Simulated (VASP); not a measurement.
Input of a VASP 6.6.1 run:

File INCAR:

```
SYSTEM = Si2Mo
PREC     = Accurate       ! precision mode
ENCUT    = 520            ! plane-wave cutoff, eV
EDIFF    = 1E-7           ! SCF threshold, eV
ISMEAR   = -1             ! smearing method
SIGMA    = 0.05           ! smearing width, eV
LREAL    = .False.        ! projectors in reciprocal space
LASPH    = .True.         ! aspherical terms in the spheres
NELM     = 150            ! most SCF steps
ALGO     = Normal         ! electronic algorithm
ISIF     = 2              ! what is computed and relaxed
LWAVE    = .False.        ! write WAVECAR
LCHARG   = .False.        ! write CHGCAR
LMAXMIX  = 4              ! l up to which the mixer works
LDAU     = .True.         ! DFT+U
LDAUTYPE = 2            
LDAUL    = 2 -1           ! shell
LDAUU    = 1 0            ! U, eV
LDAUJ    = 0 0          
LDAUPRINT= 1            
GGA      = PE             ! functional
NBANDS   = 18             ! bands
```

KPOINTS

```
regular mesh
0
Gamma
  12 12 12
  0 0 0
```

File POSCAR:

```
Si2Mo
1.0
   -1.6000000000      1.6000000000      3.9305000000
    1.6000000000     -1.6000000000      3.9305000000
    1.6000000000      1.6000000000     -3.9305000000
Mo Si
1 2
Direct
    0.0000000000      0.0000000000      0.0000000000
    0.6670000000      0.6670000000      0.0000000000
    0.3330000000      0.3330000000      0.0000000000
```

Potentials or basis: VASP PAW PBE potentials, release 64 (Mo_sv, Si).

Launch:

```console
$ cat potpaw_PBE.64/Mo_sv/POTCAR potpaw_PBE.64/Si/POTCAR > POTCAR
$ mpirun -np 1 vasp_std > vasp.out
```

What does it give for the pressure?

2.9 GPa.

What does it give for the band gap on the k mesh?

Zero (bands 11 and 12 overlap by 1.02 eV).

Estimate the largest force.

0.301 eV/Å.

Forces in eV/Å, atoms in the order of the input:
```
Mo   0.000  0.000  0.000
Si   0.000  0.000 -0.301
Si   0.000  0.000  0.301
```

Caveat: U without spin polarisation on a metal has little footing; the U is typed as a test and isn't derived for this compound.
